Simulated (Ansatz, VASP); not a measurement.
**InSb: VASP beside Ansatz**

```
In Sb
1.0
     0.00000    3.22507    3.22507
     3.22507    0.00000    3.22507
     3.22507    3.22507    0.00000
In Sb
1 1
Direct
  0.00000 0.00000 0.00000
  0.75000 0.75000 0.75000
```

Alike in both runs: functional LDA; k mesh 12 × 12 × 12; occupations fermi-dirac, width 0.05 eV; no spin polarisation.

Ansatz relaxed the structure, and its values are those at the end. VASP's run is a single point on that final structure, the one shown.

```csv
,VASP,Ansatz
version,VASP 6.6.1,Ansatz 0.2.0
potentials or method,"VASP PAW LDA potentials, release 64 (In_d, Sb)","PAW with Ansatz's default frozen-core files, scalar-relativistic"
plane-wave cutoff (eV),520,420
valence electrons in the cell,18,28
```

Ansatz gave:

| Item | Value |
| --- | --- |
| pressure (GPa) | 0.0 |

Problem. What did VASP give for the same quantities?

Solution. Pressure (GPa): 0.1.

LDA's correlation is that of Perdew and Zunger in VASP and of Perdew and Wang (1992) in Ansatz. VASP's potentials hold 18 valence electrons a cell and Ansatz's 28, so a difference there can come from the potentials and not from the codes.

Neither program's run includes spin-orbit coupling.
